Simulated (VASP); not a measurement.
Crystal: Re.

```xyz
2
Lattice="2.7598 0.0000 0.0000 -1.3799 2.3901 0.0000 0.0000 0.0000 4.4572" Properties=species:S:1:pos:R:3 pbc="T T T"
Re    0.0000    1.5934    1.1143
Re    1.3799    0.7967    3.3429
```

Program: VASP 6.6.1. Alike in all runs: task single point; level r2SCAN; potentials or basis VASP PAW PBE potentials, release 64 (Re); no spin polarisation; cell as given; cutoff (eV) 520; smearing fermi-dirac 0.1 eV.

Problem. Order these runs on this cell by their pressure, lowest first.
A. k mesh 3 × 3 × 2
B. k mesh 8 × 8 × 5
C. k mesh 5 × 5 × 3

Solution. C (-1.9 GPa), B (0.1 GPa), A (9.9 GPa).

Caveats: some runs use coarse meshes; the PAW data sets were made with another functional, which shifts forces and pressure a little.
